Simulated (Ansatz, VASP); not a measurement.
## One calculation of Ba3TiO5, two programs

The input INCAR:

```
ALGO = Normal
EDIFF = 1E-6
ENCUT = 520
GGA = PS
ISIF = 2
ISMEAR = 0
LASPH = T
LCHARG = T
LELF = T
LREAL = Auto
LVHAR = T
LWAVE = F
NBANDS = 87
NELM = 60
PREC = Accurate
SIGMA = 0.02
```

The input KPOINTS:

```
k-points
0
Gamma
  6 6 6
```

Contents of POSCAR:

```
Ba3TiO5
1.0
   -3.6114173029      3.6114173029      5.9058868849
    3.6114173029     -3.6114173029      5.9058868849
    3.6114173029      3.6114173029     -5.9058868849
Ba Ti O
6 2 10
Direct
    0.2500000000      0.2500000000      0.0000000000
    0.7500000000      0.7500000000      0.0000000000
    0.1790499510      0.6790499510      0.8580999020
    0.8209500490      0.3209500490      0.1419000981
    0.6790499510      0.8209500490      0.5000000000
    0.3209500490      0.1790499510      0.5000000000
    0.7500000000      0.2500000000      0.5000000000
    0.2500000000      0.7500000000      0.5000000000
    0.7974804422      0.2974804422      0.7812386621
    0.2025195578      0.7025195578      0.2187613379
    0.5162417801      0.0162417801      0.2187613379
    0.2974804422      0.5162417801      0.5000000000
    0.9837582199      0.2025195578      0.5000000000
    0.4837582199      0.9837582199      0.7812386621
    0.7025195578      0.4837582199      0.5000000000
    0.0162417801      0.7974804422      0.5000000000
    0.0000000000      0.0000000000      0.0000000000
    0.5000000000      0.5000000000      0.0000000000
```

Input for Ansatz:

```yaml
crystal:
  lattice:
    - [-3.6114173029, 3.6114173029, 5.9058868849]
    - [3.6114173029, -3.6114173029, 5.9058868849]
    - [3.6114173029, 3.6114173029, -5.9058868849]
  atoms:
    - { symbol: Ba, position: [0.25, 0.25, 0.0] }
    - { symbol: Ba, position: [0.75, 0.75, 0.0] }
    - { symbol: Ba, position: [0.179049951, 0.679049951, 0.858099902] }
    - { symbol: Ba, position: [0.820950049, 0.320950049, 0.1419000981] }
    - { symbol: Ba, position: [0.679049951, 0.820950049, 0.5] }
    - { symbol: Ba, position: [0.320950049, 0.179049951, 0.5] }
    - { symbol: Ti, position: [0.75, 0.25, 0.5] }
    - { symbol: Ti, position: [0.25, 0.75, 0.5] }
    - { symbol: O, position: [0.7974804422, 0.2974804422, 0.7812386621] }
    - { symbol: O, position: [0.2025195578, 0.7025195578, 0.2187613379] }
    - { symbol: O, position: [0.5162417801, 0.0162417801, 0.2187613379] }
    - { symbol: O, position: [0.2974804422, 0.5162417801, 0.5] }
    - { symbol: O, position: [0.9837582199, 0.2025195578, 0.5] }
    - { symbol: O, position: [0.4837582199, 0.9837582199, 0.7812386621] }
    - { symbol: O, position: [0.7025195578, 0.4837582199, 0.5] }
    - { symbol: O, position: [0.0162417801, 0.7974804422, 0.5] }
    - { symbol: O, position: [0.0, 0.0, 0.0] }
    - { symbol: O, position: [0.5, 0.5, 0.0] }
basis:
  ecutwfc: 420
kpoints:
  mp_grid: { grid: [6, 6, 6] }
  band_path: { path: [VBM, CBM], npoints: 2 }
hamiltonian:
  xc: pbesol
scf:
  occupations: { method: gaussian, width: 0.02 }
output:
  forces: false
  stress: false
  eigenvalues: true
checkpoint:
  read: start.run
  write: ck
  compress: false
  write_wavefunctions: false
  write_every: 100000
```

Alike in both runs: task single point; functional PBEsol; k mesh 6 × 6 × 6; occupations gaussian, width 0.02 eV; no spin polarisation.

```csv
,VASP,Ansatz
version,VASP 6.6.1,Ansatz 0.2.0
potentials or method,"VASP PAW PBE potentials, release 64 (Ba_sv, Ti_sv, O), cutoff 520 eV","scalar-relativistic, plane waves, PAW"
valence electrons in the cell,144,144
```

|  | VASP | Ansatz | Ansatz less VASP |
| --- | --- | --- | --- |
| gap on the k mesh at the Fermi level (eV) | 2.61 | 2.71 | +0.093 |
| least direct gap on the mesh (eV) | 2.62 | 2.71 | +0.093 |

VASP's potentials were made for PBE, not for PBEsol. With one functional, cell and mesh, what is left measures potentials, basis and numerics.

Spin-orbit coupling is off throughout.
